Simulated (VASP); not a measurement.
Write the native input for VASP 6.6.1 that does the following.

| Item | Value |
| --- | --- |
| Task | single point |
| Functional | HSE06 |
| Potentials or basis | VASP PAW PBE potentials, release 64 (Al) |
| Cutoff | 520 eV |
| k mesh | 6 × 6 × 6 |
| Occupations | fermi-dirac, width 0.05 eV |
| Spin | no spin polarisation |
| Dipole correction | no |
| Grid for exact exchange (PRECFOCK) | Normal |
| Further INCAR settings | ALGO = Normal; EDIFF = 1e-06; NBANDS = 8 |
| Share of exact exchange | 0.25 |
| Screening parameter | 0.2079 1/Å |

The system is Al.

```
CELL_PARAMETERS angstrom
0.00000 1.99744 1.99744
1.99744 0.00000 1.99744
1.99744 1.99744 0.00000
ATOMIC_POSITIONS crystal
Al 0.00000 0.00000 0.00000
```

These files were run (other wordings do the same):

POSCAR

```
Al
1.0
    0.0000000000      1.9974394157      1.9974394157
    1.9974394157      0.0000000000      1.9974394157
    1.9974394157      1.9974394157      0.0000000000
Al
1
Direct
    0.0000000000      0.0000000000      0.0000000000
```

INCAR.step1

```
SYSTEM = Al
PREC = Accurate ; ENCUT = 520
EDIFF = 1E-5 ; ISMEAR = -1
SIGMA = 0.05 ; LREAL = .FALSE.
LASPH = .TRUE. ; NELM = 80
ALGO = Normal ; ISIF = 2
LWAVE = .TRUE. ; GGA = PE
NBANDS = 8
```

INCAR.step2

```
SYSTEM = Al
PREC = Accurate ; ENCUT = 520
EDIFF = 1E-6 ; ISMEAR = -1
SIGMA = 0.05 ; LREAL = .FALSE.
LASPH = .TRUE. ; NELM = 80
ALGO = Normal ; ISIF = 2
LWAVE = .FALSE. ; LCHARG = .TRUE.
GGA = PE ; LHFCALC = .TRUE.
HFSCREEN = 0.2079 ; PRECFOCK = Normal
LELF = .TRUE. ; LVHAR = .TRUE.
ISTART = 1 ; NBANDS = 8
```

KPOINTS

```
Automatic mesh
0
G
  6 6 6
  0 0 0
```

Potentials or basis: VASP PAW PBE potentials, release 64 (Al).

Run with:

```bash
$ cat potpaw_PBE.64/Al/POTCAR > POTCAR
$ cp INCAR.step1 INCAR
$ mpirun -np 1 vasp_std > vasp.out
$ cp INCAR.step2 INCAR
$ mpirun -np 1 vasp_std > vasp.out
```

It gave:

```
Pressure               : 2.4 GPa
Band gap on the k mesh : zero (an odd number of electrons rules out a gap without spin polarisation)
```

Caveat: the k points lie up to 0.45 Å⁻¹ apart, too coarse for converged energies and pressures of a metal; the PAW data sets were made with another functional, which shifts forces and pressure a little.

It took 96 s on 1 thread of Intel Xeon 8259CL, with other jobs on the host, peak memory 0.23 GiB.
